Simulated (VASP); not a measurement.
Si5Ge2, 7 atoms in the cell. It takes space group P6/mmm (No. 191, hexagonal). The conventional cell has a = 5.025 Å, b = 5.025 Å, c = 5.375 Å, α = 90.00°, β = 90.00°, γ = 120.00°. Within 3.3 Å of Si (site symmetry mmm) lie 8 Si at 2.51 to 3.05 Å and 4 Ge at 2.88 Å. Within 3.8 Å of Si (site symmetry -6m2) lie 9 Si at 2.90 to 3.05 Å and 6 Ge at 3.17 Å. Ge (site symmetry 6mm) has 2 Ge at 2.56 to 2.81 Å and 12 Si at 2.88 to 3.17 Å within 3.4 Å. 

- Program: VASP 6.6.1
- Task: single point
- Functional: PBE
- Potentials or basis: VASP PAW PBE potentials, release 64 (Si, Ge_d)
- Cutoff: 500 eV
- k mesh: 4 × 4 × 4
- Occupations: gaussian, width 0.2 eV
- Spin: no spin polarisation
- Dipole correction: no
- Further INCAR settings: ALGO = Normal; EDIFF = 1e-06; NBANDS = 33

Potentials or basis: VASP PAW PBE potentials, release 64 (Si, Ge_d).

Run with:

```bash
$ cat potpaw_PBE.64/Si/POTCAR potpaw_PBE.64/Ge_d/POTCAR > POTCAR
$ mpirun -np 1 vasp_std > vasp.out
```

Hardware: 1 thread of Intel(R) Xeon(R) Platinum 8259CL CPU @ 2.50GHz (Skylake/Cascade Lake), on a shared host.

How long does it take, and how much memory?

It took 44 s on 1 thread of Intel(R) Xeon(R) Platinum 8259CL CPU @ 2.50GHz (Skylake/Cascade Lake), with other jobs on the host, peak memory 0.24 GiB. Counts: scf iterations 13, k points 12.
